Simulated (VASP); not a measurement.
Wanted: the native input for a VASP 6.6.1 run.

* Task: single point
* Functional: PBE
* Potentials or basis: VASP PAW PBE potentials, release 64 (Hf_pv, B)
* Cutoff: 520 eV
* k mesh: 4 × 4 × 4
* Occupations: gaussian, width 0.1 eV
* Spin: no spin polarisation
* Dipole correction: no
* Further INCAR settings: ALGO = Normal; EDIFF = 1e-07; NBANDS = 25

The structure of HfB2 lies in POSCAR:

```
HfB2
1.0
    6.3480441784      0.0000000000      0.0000000000
    0.0000000000      2.3723914946      2.3722382112
    0.0000000000     -2.3723914946      2.3722382112
Hf B
2 4
Direct
    0.2500000000      0.2412644975      0.2412157693
    0.7500000000      0.2412157693      0.2412644975
    0.2500000000      0.7412405032      0.7412196044
    0.7500000000      0.7412196044      0.7412405032
    0.0000000000      0.7412988728      0.7412988728
    0.5000000000      0.7412988728      0.7412988728
```

These files were run (other wordings do the same):

INCAR

```
PREC = Accurate
ENCUT = 520
EDIFF = 1E-7
ISMEAR = 0
SIGMA = 0.1
LREAL = F
LASPH = T
NELM = 60
ALGO = Normal
ISIF = 2
LWAVE = F
LCHARG = F
GGA = PE
NBANDS = 25
```

KPOINTS

```
Automatic mesh
0
Gamma
  4 4 4
```

Potentials or basis: VASP PAW PBE potentials, release 64 (Hf_pv, B).

The run is started by

```console
$ cat potpaw_PBE.64/Hf_pv/POTCAR potpaw_PBE.64/B/POTCAR > POTCAR
$ mpirun -np 1 vasp_std > vasp.out
```

It gave:

* Pressure: -0.4 GPa
* Band gap on the k mesh: zero (band 16 reaches 6.15 eV, above the bottom of band 17 at 4.57 eV)

Caveat: the k points lie up to 0.47 Å⁻¹ apart; spin-orbit coupling is left out, which moves the levels of the heavy elements.

Run time: 46 s on 1 thread of Intel(R) Xeon(R) Platinum 8259CL CPU @ 2.50GHz (Skylake/Cascade Lake) (shared host), peak memory 0.19 GiB.
